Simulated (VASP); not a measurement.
## OsC2: relaxation of cell and atoms with PBE

Crystal: OsC2.

```
Os C
1.0
     3.27323    0.00000    0.00000
    -1.63662    2.83470    0.00000
     0.00000    0.00000    3.53509
Os C
1 2
Direct
  0.00000 0.00000 0.00000
  0.33333 0.66667 0.50000
  0.66667 0.33333 0.50000
```

The cell was built from a structure type or drawn by symmetry, and may not be a known phase.

```
Program                : VASP 6.6.1
Task                   : relaxation of cell and atoms
Functional             : PBE
Potentials or basis    : VASP PAW PBE potentials, release 64 (Os, C)
Cutoff                 : 600 eV
k mesh                 : 6 × 6 × 6
Occupations            : gaussian, width 0.1 eV
Spin                   : no spin polarisation
Dipole correction      : no
Further INCAR settings : ALGO = Normal; EDIFF = 1e-06; IBRION = 2; EDIFFG = -0.04; NSW = 90; ISIF = 3
```

The relaxed volume is 10.78 Å³/atom, the relaxed cell is a = 2.521 Å, b = 2.521 Å, c = 5.877 Å, α = 90.00°, β = 90.00°, γ = 120.00° and the space group after relaxing (to 0.1 Å) is P6/mmm (No. 191). The energy gained by relaxing is 2009.4 meV/atom, the ionic steps are 22 and the pressure after relaxing is 0.3 GPa. The band gap on the k mesh is zero (bands 8 and 9 overlap by 1.46 eV).

Stress tensor (GPa, compression positive):
```
 0.54  0.00  0.00
 0.00  0.54  0.00
 0.00  0.00 -0.02
```

Step by step:
| step | energy change (eV) | largest force (eV/Å) | pressure (GPa) | volume (Å³) |
| --- | --- | --- | --- | --- |
| 1 | 0.0000 | 0.0000 | -35.18 | 32.80 |
| 2 | -0.8114 | 0.0000 | 58.22 | 22.62 |
| 3 | -1.1513 | 0.0000 | 7.35 | 25.48 |
| 4 | -2.5286 | 0.0000 | 33.07 | 23.70 |
| 5 | -2.3019 | 0.0000 | 159.96 | 20.80 |
| 6 | -3.0301 | 0.0000 | 83.01 | 22.17 |
| 7 | -3.2484 | 0.0000 | 86.03 | 22.30 |
| 8 | -3.7475 | 0.0000 | 99.28 | 22.58 |
| 9 | -3.0278 | 0.0000 | 156.51 | 22.75 |
| 10 | -3.8148 | 0.0000 | 112.15 | 22.69 |
| 11 | -4.4842 | 0.0000 | 84.98 | 23.90 |
| 12 | -5.6749 | 0.0000 | 30.19 | 27.71 |
| 13 | -5.7814 | 0.0000 | -22.88 | 36.07 |
| 14 | -6.0046 | 0.0000 | -6.40 | 32.43 |
| 15 | -6.0075 | 0.0000 | -4.47 | 32.09 |
| 16 | -6.0075 | 0.0000 | -3.29 | 31.89 |
| 17 | -6.0160 | 0.0000 | -2.17 | 31.95 |
| 18 | -6.0265 | 0.0000 | 0.54 | 32.07 |
| 19 | -6.0273 | 0.0000 | 1.60 | 32.12 |
| 20 | -6.0274 | 0.0000 | 1.47 | 32.12 |
| 21 | -6.0281 | 0.0000 | 0.87 | 32.24 |
| 22 | -6.0283 | 0.0000 | 0.35 | 32.35 |

Final structure:
```yaml
crystal:
  lattice:
    - [2.52111, 0.00000, 0.00000]
    - [-1.26055, 2.18335, 0.00000]
    - [0.00000, 0.00000, 5.87678]
  atoms:
    - { symbol: Os, position: [0.00000, 0.00000, 0.00000] }
    - { symbol: C, position: [0.33333, 0.66667, 0.50000] }
    - { symbol: C, position: [0.66667, 0.33333, 0.50000] }
```

Levels at points of the mesh, in eV from the Fermi level:
```csv
k point,band 6,band 7,band 8,band 9,band 10,band 11
"(0.00, 0.00, 0.00)",-2.71,-1.80,-1.80,2.38,2.38,7.45
"(0.50, 0.00, 0.00)",-1.57,0.00,0.86,0.99,3.38,5.15
"(0.00, 0.00, 0.50)",-1.80,-1.80,-0.84,0.89,2.37,2.37
"(0.50, 0.00, 0.50)",-2.96,-1.09,1.02,2.74,4.34,5.15
```

Run time: 5.7 min on 1 thread of Intel Xeon 8259CL, on a shared host, peak memory 0.18 GiB.

Caveat: the k points lie up to 0.48 Å⁻¹ apart in the final cell, too coarse for converged energies and pressures of a metal; a cell axis changed by over 15 % at a fixed basis, so the end point is rough; spin-orbit coupling is left out, which moves the levels of the heavy elements.
